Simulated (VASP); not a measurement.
Write the native input for VASP 6.6.1 that does the following.

| Item | Value |
| --- | --- |
| Task | relaxation of cell and atoms |
| Functional | PBE |
| Potentials or basis | VASP PAW PBE potentials, release 64 (Al, C_h) |
| Cutoff | 910 eV |
| k mesh | 6 × 6 × 4 |
| Occupations | gaussian, width 0.1 eV |
| Spin | no spin polarisation |
| Dipole correction | no |
| Second run | hard_potentials |
| Further INCAR settings | ALGO = Normal; EDIFF = 1e-07; IBRION = 2; EDIFFG = -0.04; NSW = 90; ISIF = 3 |

The structure of Al2C3 lies in POSCAR:

```
Al2C3
1.0
    4.3383396600      0.0000000000      0.0000000000
   -2.1691698300      3.7571123500      0.0000000000
    0.0000000000      0.0000000000      4.7774134100
Al C
2 3
Direct
    0.0000000000      0.0000000000      0.7629886600
    0.0000000000      0.0000000000      0.2370113400
    0.5000000000      0.0000000000      0.0000000000
    0.0000000000      0.5000000000      0.0000000000
    0.5000000000      0.5000000000      0.0000000000
```

One way to write it, as run:

INCAR

```
SYSTEM = Al2C3
ALGO = Normal
EDIFF = 1E-7
EDIFFG = -0.04
ENCUT = 910
GGA = PE
GGA_COMPAT = .FALSE.
IBRION = 2
ISIF = 3
ISMEAR = 0
LASPH = .TRUE.
LCHARG = .FALSE.
LREAL = .FALSE.
LWAVE = .FALSE.
NELM = 120
NELMIN = 4
NSW = 90
PREC = Accurate
SIGMA = 0.1
```

KPOINTS

```
k-points
0
G
  6 6 4
  0 0 0
```

Potentials or basis: VASP PAW PBE potentials, release 64 (Al, C_h).

Launch:

```console
$ cat potpaw_PBE.64/Al/POTCAR potpaw_PBE.64/C_h/POTCAR > POTCAR
$ mpirun -np 1 vasp_std > vasp.out
```

Results of the run:

```
Relaxed volume                         : 11.51 Å³/atom
Relaxed cell                           : a = 3.506 Å, b = 3.506 Å, c = 5.408 Å, α = 90.00°, β = 90.00°, γ = 120.00°
Space group after relaxing (to 0.05 Å) : P6/mmm (No. 191)
Energy gained by relaxing              : 604.0 meV/atom
Ionic steps                            : 13
Pressure after relaxing                : 0.2 GPa
Largest force after relaxing           : 0.037 eV/Å
Band gap on the k mesh                 : zero (band 9 reaches 8.95 eV, above the bottom of band 10 at 7.38 eV)
```

Caveat: the cutoff is under 1.25 times the usual one of these potentials, so pressure, stress and relaxed cells hold a basis-set (Pulay) error; the volume moved by over 15 % at a fixed basis, so the end points are rough.

It took 6.7 min on 1 thread of Intel(R) Xeon(R) Platinum 8259CL CPU @ 2.50GHz (Skylake/Cascade Lake), with other jobs on the host, peak memory 0.36 GiB.
